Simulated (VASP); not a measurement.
A run of VASP 6.6.1 is set up as follows.

Contents of INCAR:

```
  PREC = Accurate
  ENCUT = 600
  EDIFF = 1E-7
  ISMEAR = -1
  SIGMA = 0.05
  LREAL = F
  LASPH = T
  NELM = 60
  ALGO = Normal
  ISIF = 3
  LWAVE = F
  LCHARG = F
  GGA = PS
  IBRION = 2
  NSW = 60
  EDIFFG = -0.005
  PSTRESS = 10.0
```

KPOINTS

```
regular mesh
0
Gamma
  9 9 9
```

Contents of POSCAR:

```
Cs
1.0
    4.3490978074      0.0000000000      0.0000000000
    0.0000000000      4.3490978074      0.0000000000
    0.0000000000      0.0000000000      4.3490978074
Cs
1
Direct
    0.0000000000      0.0000000000      0.0000000000
```

Potentials or basis: VASP PAW PBE potentials, release 64 (Cs_sv).

Command:

```sh
$ cat potpaw_PBE.64/Cs_sv/POTCAR > POTCAR
$ mpirun -np 1 vasp_std > vasp.out
```

Predict the relaxed volume.

79.20 Å³/atom.

Predict the relaxed cell.

a = 4.294 Å, b = 4.294 Å, c = 4.294 Å, α = 90.00°, β = 90.00°, γ = 90.00°.

Estimate the space group after relaxing (to 0.05 Å).

Pm-3m (No. 221).

The path:
```tsv
step	energy change (eV)	largest force (eV/Å)	pressure (GPa)	volume (Å³)
1	0.0000	0.0000	0.89	82.26
2	0.0037	0.0000	0.91	81.60
3	0.0154	0.0000	0.98	79.63
4	0.0181	0.0000	1.00	79.20
```

Caveat: the cell is relaxed towards a set pressure, so the enthalpy falls and the energy may rise; the PAW data sets were made with another functional, which shifts forces and pressure a little.
